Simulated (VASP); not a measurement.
# VO2 (P4_2/mnm) in VASP: relaxation of the atoms with PBE

Aim: the relaxation of the atoms of VO2 with PBE.

Program: VASP 6.6.1. These are calculated values, not measurements. Logs are shortened: lines on timing, memory, paths and dates and some standing lists are left out, and cuts for length are marked.

### Step 1. The cell of the first run

The structure is tetragonal, space group P4_2/mnm (No. 136). Conventional cell: a = 4.530 Å, b = 4.530 Å, c = 2.869 Å, α = 90.00°, β = 90.00°, γ = 90.00°. Within 2.5 Å of V (site symmetry mmm) lie 6 O at 1.90 to 1.95 Å. O (site symmetry m2m) has 3 V at 1.90 to 1.95 Å and 1 O at 2.50 Å within 2.5 Å.

### Step 2. Relaxation of the atoms, PBE, collinear spin, ferromagnetic start

INCAR reads:

```
PREC = Accurate ; ENCUT = 520
EDIFF = 1E-7 ; ISMEAR = -1
SIGMA = 0.02 ; LREAL = F
LASPH = T ; NELM = 200
ALGO = Normal ; ISIF = 2
LWAVE = F ; LCHARG = F
ISPIN = 2 ; MAGMOM = 1 1 0 0 0 0
LORBIT = 11 ; LMAXMIX = 4
GGA = PE ; IBRION = 2
NSW = 80 ; EDIFFG = -0.02
GGA_COMPAT = F ; NELMIN = 4
KPAR = 4
```

KPOINTS reads:

```
Automatic mesh
0
Gamma
  4 4 7
```

POSCAR reads:

```
VO2
1.0
    4.5300000000      0.0000000000      0.0000000000
    0.0000000000      4.5300000000      0.0000000000
    0.0000000000      0.0000000000      2.8690000000
V O
2 4
Direct
    0.0000000000      0.0000000000      0.0000000000
    0.5000000000      0.5000000000      0.5000000000
    0.3050000000      0.3050000000      0.0000000000
    0.1950000000      0.8050000000      0.5000000000
    0.6950000000      0.6950000000      0.0000000000
    0.8050000000      0.1950000000      0.5000000000
```

Potentials or basis: VASP PAW PBE potentials, release 64 (V_sv, O).

Started as:

```bash
$ cat potpaw_PBE.64/V_sv/POTCAR potpaw_PBE.64/O/POTCAR > POTCAR
$ mpirun -np 4 vasp_std > vasp.out
```

OUTCAR:

```text
PREC = Accurate
   ENCUT = 520
   EDIFF = 1E-7
   ISMEAR = -1
   LREAL = F
   LASPH = T
   NELM = 200
   ISIF = 2
   ISPIN = 2
   LORBIT = 11
   GGA = PE
   IBRION = 2
   NSW = 80
   EDIFFG = -0.02
   NELMIN = 4

 ion  position               nearest neighbor table
   1  0.000  0.000  0.000-   4 1.90   6 1.90   4 1.90   6 1.90   5 1.95   3 1.95
   2  0.500  0.500  0.500-   3 1.90   5 1.90   3 1.90   5 1.90   4 1.95   6 1.95
   3  0.305  0.305  0.000-   2 1.90   2 1.90   1 1.95
   4  0.195  0.805  0.500-   1 1.90   1 1.90   2 1.95
   5  0.695  0.695  0.000-   2 1.90   2 1.90   1 1.95
   6  0.805  0.195  0.500-   1 1.90   1 1.90   2 1.95

  LATTYP: Found a simple tetragonal cell.
 ALAT       =     4.5300000000
 C/A-ratio  =     0.6333333333

  Lattice vectors:

 A1 = (   4.5300000000,   0.0000000000,   0.0000000000)
 A2 = (   0.0000000000,   4.5300000000,   0.0000000000)
 A3 = (   0.0000000000,   0.0000000000,   2.8690000000)

Analysis of symmetry for initial positions (statically):
=====================================================================
 Subroutine PRICEL returns:
 Original cell was already a primitive cell.

 Routine SETGRP: Setting up the symmetry group for a
 simple tetragonal supercell.

 Subroutine GETGRP returns: Found 16 space group operations
 (whereof  8 operations were pure point group operations)
 out of a pool of 16 trial point group operations.

The static configuration has the point symmetry D_2h.
 The point group associated with its full space group is D_4h.

Analysis of symmetry for dynamics (positions and initial velocities):
=====================================================================
 Subroutine PRICEL returns:
 Original cell was already a primitive cell.

 Routine SETGRP: Setting up the symmetry group for a
 simple tetragonal supercell.

 Subroutine GETGRP returns: Found 16 space group operations
 (whereof  8 operations were pure point group operations)
 out of a pool of 16 trial point group operations.

The dynamic configuration has the point symmetry D_2h.
 The point group associated with its full space group is D_4h.

Analysis of structural, dynamic, and magnetic symmetry:
=====================================================================
 Subroutine PRICEL returns:
 Original cell was already a primitive cell.

 Routine SETGRP: Setting up the symmetry group for a
 simple tetragonal supercell.

 Subroutine GETGRP returns: Found 16 space group operations
 (whereof  8 operations were pure point group operations)
 out of a pool of 16 trial point group operations.

The overall configuration has the point symmetry D_2h.
 The point group associated with its full space group is D_4h.

 Subroutine INISYM returns: Found 16 space group operations
 (whereof  8 operations are pure point group operations),
 and found     1 'primitive' translations

----------------------------------------------------------------------------------------

                                     Primitive cell

  volume of cell :      58.8745

  direct lattice vectors                    reciprocal lattice vectors
     4.530000000  0.000000000  0.000000000     0.220750552  0.000000000  0.000000000
     0.000000000  4.530000000  0.000000000     0.000000000  0.220750552  0.000000000
     0.000000000  0.000000000  2.869000000     0.000000000  0.000000000  0.348553503

  length of vectors
     4.530000000  4.530000000  2.869000000     0.220750552  0.220750552  0.348553503

  position of ions in fractional coordinates (direct lattice)
     0.000000000  0.000000000  0.000000000
     0.500000000  0.500000000  0.500000000
     0.305000000  0.305000000  0.000000000
     0.195000000  0.805000000  0.500000000
     0.695000000  0.695000000  0.000000000
     0.805000000  0.195000000  0.500000000

  ion indices of the primitive-cell ions
   primitive index   ion index
                 1           1
                 2           2
                 3           3
                 4           4
                 5           5
                 6           6

----------------------------------------------------------------------------------------

 KPOINTS: Automatic mesh

Automatic generation of k-mesh.
 Grid dimensions read from file:
 generate k-points for:    4    4    7

 Generating k-lattice:

  Cartesian coordinates                     Fractional coordinates (reciprocal lattice)
     0.055187638  0.000000000  0.000000000     0.250000000  0.000000000  0.000000000
     0.000000000  0.055187638  0.000000000     0.000000000  0.250000000  0.000000000
     0.000000000  0.000000000  0.049793358     0.000000000  0.000000000  0.142857143

  Length of vectors
     0.055187638  0.055187638  0.049793358

  Shift w.r.t. Gamma in fractional coordinates (k-lattice)
     0.000000000  0.000000000  0.000000000

 Subroutine IBZKPT returns following result:
 ===========================================

 Found     24 irreducible k-points:

 Following reciprocal coordinates:
            Coordinates               Weight
  0.000000  0.000000  0.000000      1.000000
  0.250000  0.000000  0.000000      4.000000
  0.500000  0.000000  0.000000      2.000000
  0.250000  0.250000  0.000000      4.000000
  0.500000  0.250000  0.000000      4.000000
  0.500000  0.500000  0.000000      1.000000
[... 16 lines left out ...]
  0.500000  0.250000  0.428571      8.000000
  0.500000  0.500000  0.428571      2.000000
   k-points           NKPTS =     24   k-points in BZ     NKDIM =     24   number of bands    NBANDS=     31
   number of dos      NEDOS =    301   number of ions     NIONS =      6
   total plane-waves  NPLWV =  31104
   dimension x,y,z NGX =    36 NGY =   36 NGZ =   24
   dimension x,y,z NGXF=    72 NGYF=   72 NGZF=   48
   ions per type =               2   4
   NGX,Y,Z   is equivalent  to a cutoff of  13.21, 13.21, 13.91 a.u.
   NGXF,Y,Z  is equivalent  to a cutoff of  26.42, 26.42, 27.81 a.u.
 SYSTEM =  unknown system
   PREC   = accura    normal or accurate (medium, high low for compatibility)
   ISTART =      0    job   : 0-new  1-cont  2-samecut
   ICHARG =      2    charge: 1-file 2-atom 10-const
   ISPIN  =      2    spin polarized calculation?
   LNONCOLLINEAR =      F non collinear calculations
   LSORBIT =      F    spin-orbit coupling
   LASPH  =      T    aspherical Exc in radial PAW
   ENCUT  =  520.0 eV  38.22 Ry    6.18 a.u.   8.42  8.42  5.33*2*pi/ulx,y,z
   NELM   =    200;   NELMIN=  4; NELMDL= -5     # of ELM steps
   EDIFF  = 0.1E-06   stopping-criterion for ELM
   LREAL  =      F    real-space projection
   EDIFFG = -.2E-01   stopping-criterion for IOM
   NSW    =     80    number of steps for IOM
   IBRION =      2    ionic relax: 0-MD 1-quasi-New 2-CG
   NFREE  =      1    steps in history (QN), initial steepest desc. (CG)
   ISIF   =      2    stress and relaxation
   ISYM   =      2    0-nonsym 1-usesym 2-fastsym
   POTIM  = 0.5000    time-step for ionic-motion
   TEBEG  =    0.0;   TEEND  =   0.0 temperature during run
   PSTRESS=    0.0 pullay stress
   NELECT =      50.0000    total number of electrons
   NUPDOWN=      -1.0000    fix difference up-down
   EMIN   =  10.00;   EMAX   =-10.00  energy-range for DOS
   EFERMI =   0.00;   METHOD = LEGACY
   ISMEAR =    -1;   SIGMA  =   0.02  broadening in eV -4-tet -1-fermi 0-gaus
   EFERMI_NEDOS =   21; number of points for ismear=-14 and -15
   IALGO  =     38    algorithm
   IMIX   =      4    mixing-type and parameters
     AMIX     =   0.40;   BMIX     =  1.00
     AMIX_MAG =   1.60;   BMIX_MAG =  1.00
  volume/ion in A,a.u.               =       9.81        66.22
  Fermi-wavevector in a.u.,A,eV,Ry     =   1.550324  2.929688 32.701671  2.403505
  Thomas-Fermi vector in A             =   2.655004
   LORBIT       =     11    0 simple, 1 ext, 2 COOP (PROOUT), +10 PAW based schemes
   GGA     = PE    functional components
   LHFCALC =     F    Hartree Fock is set to
   AEXX    =    0.0000 exact exchange contribution
   IVDW    =     0    specifies the selected vdW correction
   LEPSILON=     F    determine dielectric tensor
   LRPA    =     F    only Hartree local field effects (RPA)
 conjugate gradient relaxation of ions
 spin polarized calculation
  energy-cutoff  :      520.00
  volume of cell :       58.87
 maximum number of plane-waves:      1606
 NGX is ok and might be reduce to    36
   NGX = 17   NGY = 17   NGZ = 11

--------------------------------------- Ionic step        1  -------------------------------------------

 number of electron      49.9999991 magnetization       2.0000109

 Free energy of the ion-electron system (eV)
  ---------------------------------------------------
  ext. energy  EPLUGINS =         0.00000000
  ---------------------------------------------------
  free energy    TOTEN  =       -51.88625484 eV

  energy without entropy =      -51.88089316  energy(sigma->0) =      -51.88357400

------------------------ aborting loop because EDIFF is reached ----------------------------------------

  FORCE on cell =-STRESS in cart. coord.  units (eV):
  Direction    XX          YY          ZZ          XY          YZ          ZX
  --------------------------------------------------------------------------------------
  -------------------------------------------------------------------------------------
  Total        2.4556268      2.4556268      1.1936857     -0.0000000      0.0000000      0.0000000
  in kB       66.8260802     66.8260802     32.4843079     -0.0000000      0.0000000      0.0000000
  external PRESSURE =      55.3788227 kB  Pullay stress =       0.0000000 kB
[... 65 lines left out ...]
  energy  without entropy=      -51.9265422236  energy(sigma->0) =      -51.92857984

--------------------------------------- Ionic step        3  -------------------------------------------

 number of electron      49.9999993 magnetization       1.9999971

 Free energy of the ion-electron system (eV)
  ---------------------------------------------------
  ext. energy  EPLUGINS =         0.00000000
  ---------------------------------------------------
  free energy    TOTEN  =       -51.93191878 eV

  energy without entropy =      -51.92792737  energy(sigma->0) =      -51.92992308

 E-fermi :   6.3635     XC(G=0): -11.7940

 val. band max:        6.3501279013   @ k =   0.2500   0.2500   0.2857
 cond. band min:       6.3698190383   @ k =   0.2500   0.0000   0.1429
 fundamental gap:      0.0196911371
 Fermi energy:         6.3634625058

 spin component 1

 k-point     1 :       0.0000    0.0000    0.0000
  band No.  band energies     occupation
      1     -59.7397      1.00000
      2     -59.7300      1.00000
      3     -33.5775      1.00000
      4     -33.5775      1.00000
      5     -33.5007      1.00000
      6     -33.4885      1.00000
[... 805 lines left out ...]
     30       6.7702      0.00000
     31       9.9815      0.00000
 Fermi energy:         6.3634625058

 spin component 2

 k-point     1 :       0.0000    0.0000    0.0000
  band No.  band energies     occupation
      1     -58.6351      1.00000
      2     -58.6246      1.00000
      3     -32.4946      1.00000
      4     -32.4946      1.00000
      5     -32.4230      1.00000
      6     -32.4006      1.00000
[... 838 lines left out ...]
  FREE ENERGIE OF THE ION-ELECTRON SYSTEM (eV)
  ---------------------------------------------------
  free  energy   TOTEN  =       -51.9319187818 eV

  energy  without entropy=      -51.9279273737  energy(sigma->0) =      -51.92992308

 reached required accuracy - stopping structural energy minimisation

 total charge

# of ion       s       p       d       tot
------------------------------------------
    1        2.285   6.339   2.910  11.534
    2        2.285   6.339   2.910  11.534
    3        1.573   3.480   0.000   5.053
    4        1.573   3.480   0.000   5.053
    5        1.573   3.480   0.000   5.053
    6        1.573   3.480   0.000   5.053
--------------------------------------------------
tot         10.861  26.600   5.820  43.281

 magnetization (x)

# of ion       s       p       d       tot
------------------------------------------
    1        0.014   0.013   1.024   1.050
    2        0.014   0.013   1.024   1.050
    3       -0.002  -0.051   0.000  -0.053
    4       -0.002  -0.051   0.000  -0.053
    5       -0.002  -0.051   0.000  -0.053
    6       -0.002  -0.051   0.000  -0.053
--------------------------------------------------
tot          0.020  -0.181   2.048   1.887
```

Wall time 2.1 min (4 MPI ranks of Intel Xeon Platinum 8488C (Sapphire Rapids), shared host); peak memory 0.22 GiB.

What came out:

* Free energy: -51.9319 eV
* Energy gained by relaxing: 7.6 meV/atom
* Ionic steps: 3
* Pressure after relaxing: 3.5 GPa
* Band gap on the k mesh: zero (filled and empty bands overlap)
* Net moment: 2.00 μB per cell
* Site moments: V +1.05; O -0.05 μB
* Valence electrons inside the program's atomic spheres: V 11.53; O 5.05

Stress tensor (GPa, compression positive):
```
 5.33  0.00  0.00
 0.00  5.33  0.00
 0.00  0.00 -0.09
```

The path:
| step | energy change (eV) | largest force (eV/Å) | pressure (GPa) |
| --- | --- | --- | --- |
| 1 | 0.0000 | 0.6227 | 5.54 |
| 2 | -0.0444 | 0.1085 | 3.79 |
| 3 | -0.0457 | 0.0005 | 3.52 |

Final structure:
```
CELL_PARAMETERS angstrom
4.53000 0.00000 0.00000
0.00000 4.53000 0.00000
0.00000 0.00000 2.86900
ATOMIC_POSITIONS crystal
V 0.00000 0.00000 0.00000
V 0.50000 0.50000 0.50000
O 0.29937 0.29937 0.00000
O 0.20063 0.79937 0.50000
O 0.70063 0.70063 0.00000
O 0.79937 0.20063 0.50000
```

Levels at points of the mesh, in eV from the Fermi level:
Spin up:
| k point | band 24 | band 25 | band 26 | band 27 | band 28 | band 29 |
| --- | --- | --- | --- | --- | --- | --- |
| (0.00, 0.00, 0.00) | -1.41 | -1.01 | -0.76 | -0.39 | -0.39 | -0.34 |
| (0.50, 0.00, 0.00) | -2.16 | -0.31 | -0.31 | 0.29 | 0.29 | 0.96 |
| (0.50, 0.50, 0.00) | -2.76 | -0.98 | -0.98 | -0.36 | -0.36 | 1.37 |
Spin down:
```tsv
k point	band 22	band 23	band 24	band 25	band 26	band 27
(0.00, 0.00, 0.00)	-2.00	-2.00	-1.47	0.24	0.30	0.73
(0.50, 0.00, 0.00)	-3.22	-2.25	-2.25	0.84	0.84	1.48
(0.50, 0.50, 0.00)	-2.87	-2.80	-2.80	0.20	0.20	0.90
```

Caveat: semilocal functionals often make such compounds metallic where correlation or magnetic order opens a gap, which also shifts bond lengths.
